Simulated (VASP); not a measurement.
Set up this calculation in VASP 6.6.1, as the native input.

```yaml
Task: relaxation of cell and atoms
Functional: PBE
Dispersion: D4
Potentials_or_basis: VASP PAW PBE potentials, release 64 (Cu)
Cutoff: 600 eV
k_mesh: 13 × 13 × 13
Occupations: fermi-dirac, width 0.05 eV
Spin: no spin polarisation
Dipole_correction: no
Further_INCAR_settings: ALGO = Fast; EDIFF = 1e-07; IBRION = 2; EDIFFG = -0.01; NSW = 60; ISIF = 3
```

The structure of Cu lies in POSCAR:

```
Cu
1.0
   -1.4427933200      1.4427933200      1.3760814500
    1.4427933200     -1.4427933200      1.3760814500
    1.4427933200      1.4427933200     -1.3760814500
Cu
1
Direct
    0.0000000000      0.0000000000      0.0000000000
```

The input as run:

INCAR

```
PREC = Accurate ; ENCUT = 600
EDIFF = 1E-7 ; ISMEAR = -1
SIGMA = 0.05 ; LREAL = F
LASPH = T ; NELM = 100
ALGO = Fast ; ISIF = 3
LWAVE = F ; LCHARG = F
GGA = PE ; IVDW = 13
IBRION = 2 ; NSW = 60
EDIFFG = -0.01
```

KPOINTS

```
Automatic mesh
0
Gamma
  13 13 13
```

Potentials or basis: VASP PAW PBE potentials, release 64 (Cu).

Command:

```sh
$ cat potpaw_PBE.64/Cu/POTCAR > POTCAR
$ mpirun -np 1 vasp_std > vasp.out
```

Results of the run:

```
Relaxed volume                        : 11.49 Å³/atom
Relaxed cell                          : a = 2.464 Å, b = 2.464 Å, c = 2.464 Å, α = 108.21°, β = 108.21°, γ = 112.02°
Space group after relaxing (to 0.1 Å) : I4/mmm (No. 139)
Energy gained by relaxing             : 0.0 meV/atom
Ionic steps                           : 3
Pressure after relaxing               : 0.0 GPa
Band gap on the k mesh                : zero (an odd number of electrons rules out a gap without spin polarisation)
Dispersion energy per atom            : -0.574 eV
```

It took 40 s on 1 thread of Intel(R) Xeon(R) Platinum 8559C (Emerald Rapids), with other jobs on the host, peak memory 0.14 GiB.
